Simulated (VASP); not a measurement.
# Al (Fm-3m) in VASP: notebook, part 2 of 2

VASP 6.6.1.

## (3) Relaxation of cell and atoms, PBEsol

This run uses another cell than the first one, of 16.60 Å³/atom.

Input file INCAR:

```
PREC = Accurate ; ENCUT = 500
EDIFF = 1E-7 ; ISMEAR = 1
SIGMA = 0.02 ; LREAL = False
LASPH = True ; NELM = 120
ALGO = Normal ; ISIF = 3
LWAVE = False ; LCHARG = False
GGA = PS ; IBRION = 2
NSW = 80 ; EDIFFG = -0.02
GGA_COMPAT = False ; NELMIN = 4
```

Input file KPOINTS:

```
Automatic mesh
0
Gamma
  7 7 7
```

Input file POSCAR:

```
Al
1.0
    0.0000000000      2.0248050000      2.0248050000
    2.0248050000      0.0000000000      2.0248050000
    2.0248050000      2.0248050000      0.0000000000
Al
1
Direct
    0.0000000000      0.0000000000      0.0000000000
```

Potentials or basis: VASP PAW PBE potentials, release 64 (Al).

Command:

```bash
$ cat potpaw_PBE.64/Al/POTCAR > POTCAR
$ mpirun -np 1 vasp_std > vasp.out
```

OUTCAR:

```text
PREC = Accurate
   ENCUT = 500
   EDIFF = 1E-7
   ISMEAR = 1
   LREAL = False
   LASPH = True
   NELM = 120
   ISIF = 3
   GGA = PS
   IBRION = 2
   NSW = 80
   EDIFFG = -0.02
   NELMIN = 4

 ion  position               nearest neighbor table
   1  0.000  0.000  0.000-

  LATTYP: Found a face centered cubic cell.
 ALAT       =     4.0496100000

  Lattice vectors:

 A1 = (   0.0000000000,   2.0248050000,   2.0248050000)
 A2 = (   2.0248050000,   0.0000000000,   2.0248050000)
 A3 = (   2.0248050000,   2.0248050000,   0.0000000000)

Analysis of symmetry for initial positions (statically):
[... 173 lines left out ...]
  Direction    XX          YY          ZZ          XY          YZ          ZX
  --------------------------------------------------------------------------------------
  -------------------------------------------------------------------------------------
  Total       -0.2790282     -0.2790282     -0.2790282     -0.0000000     -0.0000000     -0.0000000
  in kB      -26.9264504    -26.9264504    -26.9264504     -0.0000000     -0.0000000     -0.0000000
  external PRESSURE =     -26.9264504 kB  Pullay stress =       0.0000000 kB
[... 57 lines left out ...]
--------------------------------------- Ionic step        3  -------------------------------------------

 number of electron       3.0000000 magnetization

 Free energy of the ion-electron system (eV)
  ---------------------------------------------------
  ext. energy  EPLUGINS =         0.00000000
  ---------------------------------------------------
  free energy    TOTEN  =        -4.13823487 eV

  energy without entropy =       -4.13805048  energy(sigma->0) =       -4.13817341

 E-fermi :   8.3461     XC(G=0): -10.3522

 val. band max:        8.3430685150   @ k =  -0.2857   0.2857   0.0000
 cond. band min:       8.4762273205   @ k =  -0.2857   0.4286   0.1429
 fundamental gap:      0.1331588054
 Fermi energy:         8.3460594180

 k-point     1 :       0.0000    0.0000    0.0000
  band No.  band energies     occupation
      1      -3.0846      2.00000
      2      20.9706      0.00000
      3      20.9706      0.00000
      4      20.9706      0.00000
      5      22.6616      0.00000
[... 178 lines left out ...]
  FREE ENERGIE OF THE ION-ELECTRON SYSTEM (eV)
  ---------------------------------------------------
  free  energy   TOTEN  =        -4.1382348694 eV

  energy  without entropy=       -4.1380504838  energy(sigma->0) =       -4.13817341

 reached required accuracy - stopping structural energy minimisation
```

OSZICAR:

```text
N       E                     dE             d eps       ncg     rms          rms(c)
DAV:   1    -0.235779591045E+01   -0.23578E+01   -0.76361E+02   205   0.304E+02
DAV:   2    -0.414724375725E+01   -0.17894E+01   -0.17090E+01   245   0.302E+01
DAV:   3    -0.416226193128E+01   -0.15018E-01   -0.15018E-01   295   0.333E+00
[... 17 lines left out ...]
DAV:   1    -0.413826201639E+01   -0.32593E-03   -0.30751E-03   265   0.361E-01    0.483E-02
DAV:   2    -0.413824649906E+01    0.15517E-04   -0.20674E-05   215   0.384E-02    0.167E-02
DAV:   3    -0.413823607688E+01    0.10422E-04   -0.30257E-06   255   0.104E-02    0.602E-03
DAV:   4    -0.413823486917E+01    0.12077E-05   -0.41589E-07   245   0.383E-03    0.376E-03
DAV:   5    -0.413823486937E+01   -0.20172E-09   -0.34168E-09   115   0.621E-04
   3 F= -.41382349E+01 E0= -.41381734E+01  d E =-.459943E-02
```

CONTCAR:

```text
Al
   1.00000000000000
    -0.0000000000000000    2.0029638154272966    2.0029638154272966
     2.0029638154272966   -0.0000000000000000    2.0029638154272966
     2.0029638154272966    2.0029638154272966   -0.0000000000000000
  Al
     1
Direct
     0.0000000000000000    0.0000000000000000    0.0000000000000000

  0.00000000E+00  0.00000000E+00  0.00000000E+00
```

Run time: 3.1 s. Hardware: 1 thread of Intel Xeon Platinum 8488C (Sapphire Rapids), shared host; peak memory 0.12 GiB.

Results:

```yaml
Free_energy: -4.1382 eV
Relaxed_volume: 16.07 Å³/atom
Relaxed_cell: a = 2.833 Å, b = 2.833 Å, c = 2.833 Å, α = 60.00°, β = 60.00°, γ = 60.00°
Space_group_after_relaxing_to_0.1_Å: Fm-3m (No. 225)
Energy_gained_by_relaxing: 4.6 meV/atom
Ionic_steps: 3
Pressure_after_relaxing: 0.0 GPa
Band_gap_on_the_k_mesh: zero (an odd number of electrons rules out a gap without spin polarisation)
```

The path:
```tsv
step	energy change (eV)	largest force (eV/Å)	pressure (GPa)	volume (Å³)
1	0.0000	0.0000	-2.69	16.60
2	-0.0043	0.0000	0.74	15.94
3	-0.0046	0.0000	0.01	16.07
```

Final structure:
```yaml
crystal:
  lattice:
    - [0.00000, 2.00296, 2.00296]
    - [2.00296, 0.00000, 2.00296]
    - [2.00296, 2.00296, 0.00000]
  atoms:
    - { symbol: Al, position: [0.00000, 0.00000, 0.00000] }
```

Caveat: the k points lie up to 0.39 Å⁻¹ apart in the final cell, too coarse for converged energies and pressures of a metal; the PAW data sets were made with another functional, which shifts forces and pressure a little.
